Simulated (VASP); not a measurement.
Hg:

```
CELL_PARAMETERS angstrom
-2.06969 2.06969 1.80226
2.06969 -2.06969 1.80226
2.06969 2.06969 -1.80226
ATOMIC_POSITIONS crystal
Hg 0.00000 0.00000 0.00000
```

```yaml
Program: VASP 6.6.1
Task: relaxation of cell and atoms
Functional: PBE
Potentials_or_basis: VASP PAW PBE potentials, release 64 (Hg)
Cutoff: 600 eV
k_mesh: 16 × 16 × 16
Occupations: gaussian, width 0.1 eV
Spin: no spin polarisation
```

At the start: pressure -0.2 GPa; volume 30.88 Å³/atom.

Where does the relaxation end?

Over 10 steps the energy falls by 3.1 meV/atom and the volume is 29.46 Å³/atom (-4.6 %); space group I4/mmm (No. 139, to 0.05 Å).

Step by step:
| step | energy change (eV) | largest force (eV/Å) | pressure (GPa) | volume (Å³) |
| --- | --- | --- | --- | --- |
| 1 | 0.0000 | 0.0000 | -0.22 | 30.88 |
| 2 | -0.0004 | 0.0000 | -0.18 | 30.69 |
| 3 | -0.0016 | 0.0000 | -0.11 | 30.12 |
| 4 | -0.0021 | 0.0000 | 0.25 | 28.99 |
| 5 | -0.0022 | 0.0000 | 0.08 | 29.34 |
| 6 | -0.0022 | 0.0000 | 0.17 | 29.23 |
| 7 | -0.0027 | 0.0000 | 0.14 | 29.25 |
| 8 | -0.0030 | 0.0000 | 0.15 | 29.27 |
| 9 | -0.0030 | 0.0000 | -0.04 | 29.66 |
| 10 | -0.0031 | 0.0000 | 0.02 | 29.46 |

Final structure:
```
CELL_PARAMETERS angstrom
-1.99082 1.99082 1.85832
1.99082 -1.99082 1.85832
1.99082 1.99082 -1.85832
ATOMIC_POSITIONS crystal
Hg 0.00000 0.00000 0.00000
```
